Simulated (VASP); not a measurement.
Crystal: CdTe.

```
Te Cd
1.0
     0.00000    3.20500    3.20500
     3.20500    0.00000    3.20500
     3.20500    3.20500    0.00000
Te Cd
1 1
Direct
  0.75000 0.75000 0.75000
  0.00000 0.00000 0.00000
```

| Item | Value |
| --- | --- |
| Program | VASP 6.6.1 |
| Task | relaxation of cell and atoms |
| Functional | PBE |
| Dispersion | D4 |
| Potentials or basis | VASP PAW PBE potentials, release 64 (Te, Cd) |
| Cutoff | 600 eV |
| k mesh | 7 × 7 × 7 |
| Occupations | fermi-dirac, width 0.05 eV |
| Spin | no spin polarisation |

At the start: pressure 2.3 GPa; volume 32.92 Å³/atom.

Where does the relaxation end?

Over 3 steps the energy falls by 11.9 meV/atom and the volume is 34.65 Å³/atom (+5.2 %); space group F-43m (No. 216, to 0.05 Å).

The path:
| step | energy change (eV) | largest force (eV/Å) | pressure (GPa) | volume (Å³) |
| --- | --- | --- | --- | --- |
| 1 | 0.0000 | 0.0000 | 2.32 | 65.84 |
| 2 | -0.0213 | 0.0000 | -0.65 | 70.50 |
| 3 | -0.0239 | 0.0000 | 0.01 | 69.30 |

Final structure:
```cif
data_structure
_symmetry_space_group_name_H-M 'P 1'
_symmetry_Int_Tables_number 1
_cell_length_a 4.6104
_cell_length_b 4.6104
_cell_length_c 4.6104
_cell_angle_alpha 60.000
_cell_angle_beta 60.000
_cell_angle_gamma 60.000
_cell_volume 69.30
loop_
_atom_site_label
_atom_site_type_symbol
_atom_site_fract_x
_atom_site_fract_y
_atom_site_fract_z
_atom_site_occupancy
Te1 Te 0.75000 0.75000 0.75000 1
Cd1 Cd 0.00000 0.00000 0.00000 1
```
